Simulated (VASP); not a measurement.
Input of a VASP 6.6.1 run:

Contents of INCAR:

```
SYSTEM = SiC
AGGAC = 1.0
AGGAX = 1.0
ALDAC = 0.0
ALDAX = 1.0
ALGO = Normal
EDIFF = 1E-7
ENCUT = 520
GGA = B5
ISIF = 2
ISMEAR = -1
IVDW = 13
LASPH = .True.
LCHARG = .False.
LREAL = .False.
LWAVE = .False.
NBANDS = 36
NELM = 100
PREC = Accurate
SIGMA = 0.05
VDW_A1 = 0.44488865
VDW_A2 = 4.0933009
VDW_S6 = 1.0
VDW_S8 = 2.34076671
```

Contents of KPOINTS:

```
k-points
0
Gamma
  10 10 2
  0 0 0
```

The input POSCAR:

```
SiC
1.0
    3.1557016854      0.0000000000      0.0000000000
   -1.5778508427      2.7329178263      0.0000000000
    0.0000000000      0.0000000000     15.4675265161
Si C
6 6
Direct
    0.6666666667      0.3333333333      0.4583000000
    0.3333333333      0.6666666667      0.9583000000
    0.6666666667      0.3333333333      0.7917000000
    0.3333333333      0.6666666667      0.2917000000
    0.0000000000      0.0000000000      0.6250000000
    0.0000000000      0.0000000000      0.1250000000
    0.6666666667      0.3333333333      0.3333000000
    0.3333333333      0.6666666667      0.8333000000
    0.6666666667      0.3333333333      0.6667000000
    0.3333333333      0.6666666667      0.1667000000
    0.0000000000      0.0000000000      0.5000000000
    0.0000000000      0.0000000000      0.0000000000
```

Potentials or basis: VASP PAW PBE potentials, release 64 (Si, C).

The run is started by

```sh
$ cat potpaw_PBE.64/Si/POTCAR potpaw_PBE.64/C/POTCAR > POTCAR
$ mpirun -np 1 vasp_std > vasp.out
```

Problem. Predict the band gap on the k mesh.

Solution. 2.33 eV, indirect (least direct gap 3.40 eV).

Problem. What does it give for the dispersion energy per atom?

Solution. -0.602 eV.

Problem. What does it give for the pressure?

Solution. -13.3 GPa.

Problem. What does it give for the largest force?

Solution. 0.136 eV/Å.

Stress tensor (GPa, compression positive):
```
-13.57   0.00   0.00
  0.00 -13.57   0.00
  0.00   0.00 -12.69
```

Caveat: the PAW data sets were made with another functional, which shifts forces and pressure a little. A k mesh can miss the band edges.
